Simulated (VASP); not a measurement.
Input of a VASP 6.6.1 run:

Contents of INCAR:

```
SYSTEM = As
PREC = Accurate ; ENCUT = 400
EDIFF = 1E-6 ; ISMEAR = -1
SIGMA = 0.05 ; LREAL = .FALSE.
LASPH = .TRUE. ; NELM = 120
ALGO = Normal ; ISIF = 2
LWAVE = .FALSE. ; LCHARG = .FALSE.
GGA = PE ; NBANDS = 30
GGA_COMPAT = .FALSE.
```

File KPOINTS:

```
Automatic mesh
0
G
  2 2 3
  0 0 0
```

Contents of POSCAR:

```
As
1.0
    3.7797620000      2.1822470000      7.0620700000
   -3.7797620000      2.1822470000      7.0620700000
    0.0000000000     -2.1822470000      3.5310350000
As
8
Direct
    0.3921521650      0.3902284989      0.7609981165
    0.1172326464      0.1036839097      0.2368528822
    0.3805612855      0.8824939468      0.7933293030
    0.1154308786      0.6203393887      0.2117489259
    0.8910643899      0.3864627774      0.7710432542
    0.6141534319      0.1137565815      0.2195757140
    0.8785706786      0.8924363664      0.7706322020
    0.6166963760      0.6099933084      0.2362326005
```

Potentials or basis: VASP PAW PBE potentials, release 64 (As).

Run with:

```bash
$ cat potpaw_PBE.64/As/POTCAR > POTCAR
$ mpirun -np 1 vasp_std > vasp.out
```

(1) What does it give for the pressure?

(2) What does it give for the band gap on the k mesh?

(3) Predict the largest force.

## Answers

(1) 2.7 GPa.

(2) zero (bands 20 and 21 overlap by 0.10 eV).

(3) 0.564 eV/Å.

Caveat: the k points lie up to 0.67 Å⁻¹ apart.
